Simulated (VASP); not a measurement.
# Mg4Ge3N: single point with PBE

Mg4Ge3N:

```
Mg Ge N
1.0
     3.19295    0.00000    0.00000
    -1.59648    2.76518    0.00000
     0.00000    0.00000   31.51487
Mg Ge N
8 6 2
Cartesian
  0.0000 0.0000 24.8581
  0.0000 0.0000 22.4142
  1.5965 0.9217 29.3365
  0.0000 1.8435 2.1784
  0.0000 0.0000 9.1006
  0.0000 0.0000 6.6568
  1.5965 0.9217 17.9358
  0.0000 1.8435 13.5791
  0.0000 1.8435 20.0788
  0.0000 1.8435 27.1935
  0.0000 0.0000 0.0000
  1.5965 0.9217 4.3214
  1.5965 0.9217 11.4361
  0.0000 0.0000 15.7574
  1.5965 0.9217 23.6362
  0.0000 1.8435 7.8787
```

| Quantity | Value |
| --- | --- |
| Program | VASP 6.6.1 |
| Task | single point |
| Functional | PBE |
| Potentials or basis | VASP PAW PBE potentials, release 64 (Mg, Ge_d, N) |
| Cutoff | 520 eV |
| k mesh | 5 × 5 × 1 |
| Occupations | gaussian, width 0.2 eV |
| Spin | no spin polarisation |
| Dipole correction | no |
| Further INCAR settings | LREAL = Auto; ALGO = Normal; EDIFF = 1e-06; NBANDS = 69 |

```yaml
Pressure: -0.2 GPa
Largest_force: 0.021 eV/Å
Band_gap_on_the_k_mesh: zero (bands 55 and 56 overlap by 4.60 eV)
```

Forces in eV/Å, atoms in the order of the input:
```
Mg   0.000  0.000 -0.021
Mg   0.000  0.000  0.021
Mg   0.000  0.000 -0.010
Mg   0.000  0.000  0.010
Mg   0.000  0.000 -0.021
Mg   0.000  0.000  0.021
Mg   0.000  0.000  0.010
Mg   0.000  0.000 -0.010
Ge   0.000  0.000 -0.010
Ge   0.000  0.000  0.010
Ge   0.000  0.000  0.000
Ge   0.000  0.000 -0.010
Ge   0.000  0.000  0.010
Ge   0.000  0.000  0.000
N    0.000  0.000  0.000
N    0.000  0.000  0.000
```

Stress tensor (GPa, compression positive):
```
-0.20  0.00  0.00
 0.00 -0.20  0.00
 0.00  0.00 -0.10
```

Levels at points of the mesh, in eV from the Fermi level:
```csv
k point,band 53,band 54,band 55,band 56,band 57,band 58,band 59,band 60
"(0.00, 0.00, 0.00)",2.00,3.43,4.13,5.67,5.92,5.92,5.92,5.92
```

Run time: 6.5 min on 1 thread of Oxide Virtual Turin-like Processor, on a shared host, peak memory 0.36 GiB.

Caveat: the k points lie up to 0.45 Å⁻¹ apart, too coarse for converged energies and pressures of a metal.
